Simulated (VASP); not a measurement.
Input of a VASP 6.6.1 run:

The input INCAR:

```
PREC = Accurate
ENCUT = 520
EDIFF = 1E-6
ISMEAR = 0
SIGMA = 0.03
LREAL = F
LASPH = T
NELM = 100
ALGO = Normal
ISIF = 2
LWAVE = F
LCHARG = F
GGA = PE
NBANDS = 16
```

KPOINTS

```
Automatic mesh
0
Gamma
  10 10 10
```

The input POSCAR:

```
GaAs
1.0
    0.0000000000      2.8726922659      2.8296018819
    2.8726922659      0.0000000000      2.8296018819
    2.8726922659      2.8726922659      0.0000000000
Ga As
1 1
Direct
    0.0000000000      0.0000000000      0.0000000000
    0.7500000000      0.7500000000      0.7500000000
```

Potentials or basis: VASP PAW PBE potentials, release 64 (Ga_d, As).

Run with:

```console
$ cat potpaw_PBE.64/Ga_d/POTCAR potpaw_PBE.64/As/POTCAR > POTCAR
$ mpirun -np 1 vasp_std > vasp.out
```

(1) What does it give for the band gap on the k mesh?

(2) Estimate the pressure.

Results:

(1) 0.22 eV, direct.

(2) 1.1 GPa.

Caveat: the cell differs from its parent crystal (strain -0.0150 x Voigt [0, 0, 1, 0, 0, 0]).
